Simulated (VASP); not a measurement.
Set up this calculation in VASP 6.6.1, as the native input.

| Item | Value |
| --- | --- |
| Task | single point |
| Functional | HSE06 |
| Potentials or basis | VASP PAW PBE potentials, release 64 (Li_sv, Cl) |
| Cutoff | 520 eV |
| k mesh | 4 × 4 × 4 |
| Occupations | methfessel-paxton, width 0.2 eV |
| Spin | no spin polarisation |
| Dipole correction | no |
| Grid for exact exchange (PRECFOCK) | Normal |
| Further INCAR settings | ALGO = Normal; EDIFF = 1e-06; NBANDS = 12 |
| Screening parameter | 0.2079 1/Å |

Crystal: LiCl.

```
Li Cl
1.0
     3.27112    0.00000    0.00000
     0.00000    3.27112    0.00000
     0.00000    0.00000    3.27112
Li Cl
1 1
Direct
  0.00000 0.00000 0.00000
  0.50000 0.50000 0.50000
```

These files were run (other wordings do the same):

POSCAR

```
LiCl
1.0
    3.2711235777      0.0000000000      0.0000000000
    0.0000000000      3.2711235777      0.0000000000
    0.0000000000      0.0000000000      3.2711235777
Li Cl
1 1
Direct
    0.0000000000      0.0000000000      0.0000000000
    0.5000000000      0.5000000000      0.5000000000
```

INCAR.step1

```
SYSTEM = LiCl
  PREC = Accurate
  ENCUT = 520
  EDIFF = 1E-5
  ISMEAR = 1
  SIGMA = 0.2
  LREAL = .False.
  LASPH = .True.
  NELM = 80
  ALGO = Normal
  ISIF = 2
  LWAVE = .True.
  LCHARG = .False.
  GGA = PE
  NBANDS = 12
```

INCAR.step2

```
SYSTEM = LiCl
  PREC = Accurate
  ENCUT = 520
  EDIFF = 1E-6
  ISMEAR = 1
  SIGMA = 0.2
  LREAL = .False.
  LASPH = .True.
  NELM = 80
  ALGO = Normal
  ISIF = 2
  LWAVE = .False.
  LCHARG = .False.
  GGA = PE
  LHFCALC = .True.
  HFSCREEN = 0.2079
  PRECFOCK = Normal
  ISTART = 1
  NBANDS = 12
```

KPOINTS

```
regular mesh
0
Gamma
  4 4 4
  0 0 0
```

Potentials or basis: VASP PAW PBE potentials, release 64 (Li_sv, Cl).

Command:

```sh
$ cat potpaw_PBE.64/Li_sv/POTCAR potpaw_PBE.64/Cl/POTCAR > POTCAR
$ cp INCAR.step1 INCAR
$ mpirun -np 1 vasp_std > vasp.out
$ cp INCAR.step2 INCAR
$ mpirun -np 1 vasp_std > vasp.out
```

It gave:

```yaml
Band_gap_on_the_k_mesh: 5.69 eV, indirect (least direct gap 6.43 eV)
```

Caveat: the k points lie up to 0.48 Å⁻¹ apart.

Run time: 82 s on 1 thread of Intel(R) Xeon(R) Platinum 8375C CPU @ 2.90GHz (Ice Lake), with other jobs on the host, peak memory 0.23 GiB.
